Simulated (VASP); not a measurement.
# Nb5O (P6/mmm) in VASP: a series of runs

The runs below take Nb5O through single point, with PBE.

Everything below comes from runs of VASP 6.6.1. Logs are shortened: lines on timing, memory, paths and dates and some standing lists are left out, and cuts for length are marked.

**1. The cell of the first run**

Symmetry: P6/mmm, No. 191, hexagonal system. The conventional cell has a = 6.045 Å, b = 6.045 Å, c = 5.461 Å, α = 90.00°, β = 90.00°, γ = 120.00°. Nb (site symmetry 3m) has 1 Nb at 2.26 Å within 3.0 Å. Nb (site symmetry 6/mmm) has 2 O at 2.73 Å and 12 Nb at 3.67 Å within 3.7 Å. Within 3.6 Å of O (site symmetry 6/mmm) lie 2 Nb at 2.73 Å.

The cell was built from a structure type or drawn by symmetry, and may not be a known phase.

**2. Single point, PBE**

INCAR

```
  PREC = Accurate
  ENCUT = 520
  EDIFF = 1E-6
  ISMEAR = 0
  SIGMA = 0.1
  LREAL = F
  LASPH = T
  NELM = 60
  ALGO = Normal
  ISIF = 2
  LWAVE = F
  LCHARG = F
  GGA = PE
  NBANDS = 44
```

KPOINTS

```
Automatic mesh
0
Gamma
  3 3 4
```

POSCAR

```
Nb5O
1.0
    6.0450392700      0.0000000000      0.0000000000
   -3.0225196400      5.2351575800      0.0000000000
    0.0000000000      0.0000000000      5.4612827000
Nb O
5 1
Direct
    0.3333333300      0.6666666700      0.2926798100
    0.3333333300      0.6666666700      0.7073201900
    0.6666666700      0.3333333300      0.7073201900
    0.6666666700      0.3333333300      0.2926798100
    0.0000000000      0.0000000000      0.5000000000
    0.0000000000      0.0000000000      0.0000000000
```

Potentials or basis: VASP PAW PBE potentials, release 64 (Nb_sv, O).

Launch:

```console
$ cat potpaw_PBE.64/Nb_sv/POTCAR potpaw_PBE.64/O/POTCAR > POTCAR
$ mpirun -np 1 vasp_std > vasp.out
```

OUTCAR:

```text
PREC = Accurate
   ENCUT = 520
   EDIFF = 1E-6
   ISMEAR = 0
   LREAL = F
   LASPH = T
   NELM = 60
   ISIF = 2
   GGA = PE

 ion  position               nearest neighbor table
   1  0.333  0.667  0.293-   2 2.26
   2  0.333  0.667  0.707-   1 2.26
   3  0.667  0.333  0.707-   4 2.26
   4  0.667  0.333  0.293-   3 2.26
   5  0.000  0.000  0.500-
   6  0.000  0.000  0.000-

  LATTYP: Found a hexagonal cell.
 ALAT       =     6.0450392700
 C/A-ratio  =     0.9034321294

  Lattice vectors:

 A1 = (   6.0450392700,   0.0000000000,   0.0000000000)
 A2 = (  -3.0225196400,   5.2351575800,   0.0000000000)
 A3 = (   0.0000000000,   0.0000000000,   5.4612827000)

Analysis of symmetry for initial positions (statically):
=====================================================================
 Subroutine PRICEL returns:
 Original cell was already a primitive cell.

 Routine SETGRP: Setting up the symmetry group for a
 hexagonal supercell.

 Subroutine GETGRP returns: Found 24 space group operations
 (whereof 24 operations were pure point group operations)
 out of a pool of 24 trial point group operations.

The static configuration has the point symmetry D_6h.

Analysis of symmetry for dynamics (positions and initial velocities):
=====================================================================
 Subroutine PRICEL returns:
 Original cell was already a primitive cell.

 Routine SETGRP: Setting up the symmetry group for a
 hexagonal supercell.

 Subroutine GETGRP returns: Found 24 space group operations
 (whereof 24 operations were pure point group operations)
 out of a pool of 24 trial point group operations.

The dynamic configuration has the point symmetry D_6h.

 Subroutine INISYM returns: Found 24 space group operations
 (whereof 24 operations are pure point group operations),
 and found     1 'primitive' translations

----------------------------------------------------------------------------------------

                                     Primitive cell

  volume of cell :     172.8318

[... 76 lines left out ...]
   LSORBIT =      F    spin-orbit coupling
   LASPH  =      T    aspherical Exc in radial PAW
   ENCUT  =  520.0 eV  38.22 Ry    6.18 a.u.  11.24 11.24 10.15*2*pi/ulx,y,z
   NELM   =     60;   NELMIN=  2; NELMDL= -5     # of ELM steps
   EDIFF  = 0.1E-05   stopping-criterion for ELM
   LREAL  =      F    real-space projection
   EDIFFG = 0.1E-04   stopping-criterion for IOM
   NSW    =      0    number of steps for IOM
   IBRION =     -1    ionic relax: 0-MD 1-quasi-New 2-CG
   NFREE  =      0    steps in history (QN), initial steepest desc. (CG)
   ISIF   =      2    stress and relaxation
   ISYM   =      2    0-nonsym 1-usesym 2-fastsym
   POTIM  = 0.5000    time-step for ionic-motion
   TEBEG  =    0.0;   TEEND  =   0.0 temperature during run
   PSTRESS=    0.0 pullay stress
   NELECT =      71.0000    total number of electrons
   NUPDOWN=      -1.0000    fix difference up-down
   EMIN   =  10.00;   EMAX   =-10.00  energy-range for DOS
   EFERMI =   0.00;   METHOD = LEGACY
   ISMEAR =     0;   SIGMA  =   0.10  broadening in eV -4-tet -1-fermi 0-gaus
   EFERMI_NEDOS =   21; number of points for ismear=-14 and -15
   IALGO  =     38    algorithm
   IMIX   =      4    mixing-type and parameters
     AMIX     =   0.40;   BMIX     =  1.00
     AMIX_MAG =   1.60;   BMIX_MAG =  1.00
  volume/ion in A,a.u.               =      28.81       194.39
  Fermi-wavevector in a.u.,A,eV,Ry     =   1.216988  2.299775 20.151055  1.481061
  Thomas-Fermi vector in A             =   2.352324
   LORBIT       =      0    0 simple, 1 ext, 2 COOP (PROOUT), +10 PAW based schemes
   GGA     = PE    functional components
   LHFCALC =     F    Hartree Fock is set to
   AEXX    =    0.0000 exact exchange contribution
   IVDW    =     0    specifies the selected vdW correction
   LEPSILON=     F    determine dielectric tensor
   LRPA    =     F    only Hartree local field effects (RPA)
 non-spin polarized calculation
 Gauss-broadening in eV      SIGMA  =   0.10
  energy-cutoff  :      520.00
  volume of cell :      172.83
 maximum number of plane-waves:      4688
 NGX is ok and might be reduce to    48
   NGX = 23   NGY = 23   NGZ = 21

 number of electron      71.0000004 magnetization

 Free energy of the ion-electron system (eV)
  ---------------------------------------------------
  ext. energy  EPLUGINS =         0.00000000
  ---------------------------------------------------
  free energy    TOTEN  =       -44.59970780 eV

  energy without entropy =      -44.50753458  energy(sigma->0) =      -44.55362119

 E-fermi :   4.5985     XC(G=0):  -9.4958

 val. band max:        4.5979782820   @ k =   0.3333   0.3333   0.5000
 cond. band min:       4.6100062930   @ k =   0.0000   0.0000   0.5000
 fundamental gap:      0.0120280110
 Fermi energy:         4.5985243516

 k-point     1 :       0.0000    0.0000    0.0000
  band No.  band energies     occupation
      1     -51.4831      2.00000
      2     -50.6586      2.00000
      3     -50.6455      2.00000
      4     -50.1186      2.00000
      5     -50.1070      2.00000
      6     -27.7192      2.00000
[... 412 lines left out ...]
     43       5.8913      0.00000
     44       5.8950      0.00000

------------------------ aborting loop because EDIFF is reached ----------------------------------------

  FORCE on cell =-STRESS in cart. coord.  units (eV):
  Direction    XX          YY          ZZ          XY          YZ          ZX
  --------------------------------------------------------------------------------------
  -------------------------------------------------------------------------------------
  Total      -19.4018427    -19.4018428    -26.2242032      0.0000000     -0.0000000      0.0000000
  in kB     -179.8581074   -179.8581078   -243.1024527      0.0000002     -0.0000000      0.0000000
  external PRESSURE =    -200.9395560 kB  Pullay stress =       0.0000000 kB

 VOLUME and BASIS-vectors are now :
 -----------------------------------------------------------------------------
  energy-cutoff  :      520.00
  volume of cell :      172.83
      direct lattice vectors                 reciprocal lattice vectors
     6.045039270  0.000000000  0.000000000     0.165424897  0.095508109  0.000000000
    -3.022519640  5.235157580  0.000000000     0.000000000  0.191016218  0.000000000
     0.000000000  0.000000000  5.461282700     0.000000000  0.000000000  0.183107166

 POSITION                                       TOTAL-FORCE (eV/Angst)
 -----------------------------------------------------------------------------------
     -0.00000      3.49011      1.59841         0.000000      0.000000      0.231920
     -0.00000      3.49011      3.86288        -0.000000      0.000000     -0.231920
      3.02252      1.74505      3.86288        -0.000000     -0.000000     -0.231920
      3.02252      1.74505      1.59841         0.000000     -0.000000      0.231920
      0.00000      0.00000      2.73064        -0.000000     -0.000000      0.000000
      0.00000      0.00000      0.00000        -0.000000     -0.000000      0.000000
 -----------------------------------------------------------------------------------
    total drift:                               -0.000000      0.000000      0.000000

  FREE ENERGIE OF THE ION-ELECTRON SYSTEM (eV)
  ---------------------------------------------------
  free  energy   TOTEN  =       -44.5997078038 eV

  energy  without entropy=      -44.5075345835  energy(sigma->0) =      -44.55362119
```

OSZICAR:

```text
N       E                     dE             d eps       ncg     rms          rms(c)
DAV:   1     0.831348679357E+03    0.83135E+03   -0.38061E+04   840   0.155E+03
DAV:   2     0.300455742440E+02   -0.80130E+03   -0.78554E+03   948   0.630E+02
DAV:   3    -0.455720092039E+02   -0.75618E+02   -0.73871E+02  1368   0.132E+02
DAV:   4    -0.519382904638E+02   -0.63663E+01   -0.61572E+01  1312   0.353E+01
DAV:   5    -0.525216884414E+02   -0.58340E+00   -0.57128E+00  1416   0.103E+01    0.176E+01
DAV:   6    -0.583941187157E+02   -0.58724E+01   -0.12274E+02  1208   0.277E+01    0.316E+01
DAV:   7    -0.456967971523E+02    0.12697E+02   -0.81146E+01  1252   0.304E+01    0.724E+00
DAV:   8    -0.449147886991E+02    0.78201E+00   -0.66187E+00  1320   0.972E+00    0.418E+00
DAV:   9    -0.446543179162E+02    0.26047E+00   -0.15664E+00  1296   0.445E+00    0.226E+00
DAV:  10    -0.446046939609E+02    0.49624E-01   -0.27685E-01  1080   0.223E+00    0.118E+00
DAV:  11    -0.445980947065E+02    0.65993E-02   -0.49148E-02  1264   0.114E+00    0.468E-01
DAV:  12    -0.445994930466E+02   -0.13983E-02   -0.92535E-03  1296   0.539E-01    0.147E-01
DAV:  13    -0.445997378309E+02   -0.24478E-03   -0.17063E-03  1224   0.176E-01    0.756E-02
DAV:  14    -0.445997220788E+02    0.15752E-04   -0.51658E-04  1184   0.954E-02    0.345E-02
DAV:  15    -0.445997067561E+02    0.15323E-04   -0.63441E-05  1112   0.345E-02    0.128E-02
DAV:  16    -0.445997081117E+02   -0.13557E-05   -0.94475E-06  1088   0.134E-02    0.495E-03
DAV:  17    -0.445997078038E+02    0.30793E-06   -0.17420E-06   728   0.693E-03
   1 F= -.44599708E+02 E0= -.44553621E+02  d E =-.921732E-01
```

stdout:

```text
POSCAR found type information on POSCAR NbO
 POSCAR found :  2 types and       6 ions
 scaLAPACK will be used
 LDA part: xc-table for (Slater+PW92), standard interpolation
 POSCAR, INCAR and KPOINTS ok, starting setup
 FFT: planning ... GRIDC
 FFT: planning ... GRID_SOFT
 FFT: planning ... GRID
 WAVECAR not read
 entering main loop
```

Run time: 42 s. Hardware: 1 thread of Intel Xeon 6975P-C (Granite Rapids), shared host; peak memory 0.31 GiB.

Results:

- Free energy: -44.5997 eV
- Pressure: -20.1 GPa
- Largest force: 0.232 eV/Å
- Band gap on the k mesh: zero (an odd number of electrons rules out a gap without spin polarisation)

Forces in eV/Å, atoms in the order of the input:
```
Nb   0.000  0.000  0.232
Nb   0.000  0.000 -0.232
Nb   0.000  0.000 -0.232
Nb   0.000  0.000  0.232
Nb   0.000  0.000  0.000
O    0.000  0.000  0.000
```

Caveat: the k points lie up to 0.40 Å⁻¹ apart, too coarse for converged energies and pressures of a metal; an odd number of electrons without spin polarisation forces a metal; a magnetic or distorted state may lie lower.

**3. Single point, PBE, collinear spin, zero start**

This run uses another cell than the first one, of 16.90 Å³/atom.

INCAR

```
PREC = Accurate
ENCUT = 520
EDIFF = 1E-7
ISMEAR = 0
SIGMA = 0.1
LREAL = F
LASPH = T
NELM = 150
ALGO = Normal
ISIF = 2
LWAVE = F
LCHARG = F
ISPIN = 2
MAGMOM = 0 0 0 0 0 0
LORBIT = 11
LMAXMIX = 4
GGA = PE
NBANDS = 48
```

KPOINTS is that of step 2.

POSCAR

```
Nb5O
1.0
    4.7177022156      0.0000000023      0.0000000000
   -2.3588511098      4.0856499651      0.0000000000
    0.0000000000      0.0000000000      5.2599889743
Nb O
5 1
Direct
    0.3333333333      0.6666666667      0.2577598096
    0.3333333333      0.6666666667      0.7422401904
    0.6666666667      0.3333333333      0.7422401904
    0.6666666667      0.3333333333      0.2577598096
    0.0000000000      0.0000000000      0.5000000000
    0.0000000000      0.0000000000      0.0000000000
```

Potentials or basis: VASP PAW PBE potentials, release 64 (Nb_sv, O).

Launch:

```console
$ cat potpaw_PBE.64/Nb_sv/POTCAR potpaw_PBE.64/O/POTCAR > POTCAR
$ mpirun -np 1 vasp_std > vasp.out
```

It took 50 s on 1 thread of Intel Xeon 6975P-C (Granite Rapids), shared host; peak memory 0.28 GiB.

The run converged. Its results:

```yaml
Free_energy: -53.6494 eV
Pressure: -0.4 GPa
Net_moment: 0.00 μB per cell
Valence_electrons_inside_the_program's_atomic_spheres: Nb 10.87, 10.58 (each value once); O 4.74
```

Forces in eV/Å, atoms in the order of the input:
```
Nb   0.000  0.000  0.003
Nb   0.000  0.000 -0.003
Nb   0.000  0.000 -0.003
Nb   0.000  0.000  0.003
Nb   0.000  0.000  0.000
O    0.000  0.000  0.000
```

Stress tensor (GPa, compression positive):
```
-0.38  0.00  0.00
 0.00 -0.38  0.00
 0.00  0.00 -0.50
```

Levels at points of the mesh, in eV from the Fermi level:
Spin up:
| k point | band 33 | band 34 | band 35 | band 36 | band 37 | band 38 | band 39 | band 40 |
| --- | --- | --- | --- | --- | --- | --- | --- | --- |
| (0.00, 0.00, 0.00) | -0.57 | -0.45 | -0.45 | -0.23 | 0.42 | 1.16 | 1.16 | 1.47 |
| (0.00, 0.00, 0.50) | -0.57 | -0.57 | -0.38 | -0.32 | 0.66 | 0.66 | 1.17 | 1.17 |
Spin down:
```tsv
k point	band 34	band 35	band 36	band 37	band 38	band 39
(0.00, 0.00, 0.00)	-0.45	-0.45	-0.23	0.42	1.16	1.16
(0.00, 0.00, 0.50)	-0.57	-0.38	-0.32	0.66	0.66	1.17
```

Caveat: the k points lie up to 0.51 Å⁻¹ apart.
